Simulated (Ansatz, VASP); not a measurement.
## SnH in VASP and in Ansatz

```xyz
16
Lattice="4.5015 2.5990 5.4781 -4.5015 2.5990 5.4781 0.0000 -5.1979 5.4781" Properties=species:S:1:pos:R:3 pbc="T T T"
Sn    0.0000    0.0000   13.9427
Sn    0.0000    0.0000    2.4917
Sn    0.5809   -2.9157    6.3055
Sn   -2.8155    0.9547    6.3055
Sn    2.2346    1.9610    6.3055
Sn   -2.2346   -1.9610   10.1288
Sn   -0.5809    2.9157   10.1288
Sn    2.8155   -0.9547   10.1288
H     0.0000    0.0000   12.2035
H     0.0000    0.0000    4.2309
H     1.0605   -1.3496    6.8807
H    -1.6990   -0.2436    6.8807
H     0.6385    1.5932    6.8807
H    -0.6385   -1.5932    9.5537
H    -1.0605    1.3496    9.5537
H     1.6990    0.2436    9.5537
```

Alike in both runs: functional PBE; k mesh 3 × 3 × 3; occupations gaussian, width 0.2 eV; no spin polarisation.

Ansatz relaxed the structure, and its values are those at the end. VASP's run is a single point on that final structure, the one shown.

|  | VASP | Ansatz |
| --- | --- | --- |
| version | VASP 6.6.1 | Ansatz 0.2.0 |
| potentials or method | VASP PAW PBE potentials, release 64 (Sn_d, H), cutoff 520 eV | scalar-relativistic, plane waves, PAW |
| valence electrons in the cell | 120 | 120 |

|  | VASP | Ansatz | Ansatz less VASP |
| --- | --- | --- | --- |
| gap on the k mesh at the Fermi level (eV) | 1.58 | 1.58 | 0.000 |
| least direct gap on the mesh (eV) | 1.60 | 1.60 | 0.000 |
| pressure (GPa) | -0.1 | 0.0 | +0.14 |
| rms of the force components (eV/Å) | 0.018 | 0.008 | -0.0095 |

The functional is the same, so the differences come from potentials, cutoffs and numerics.
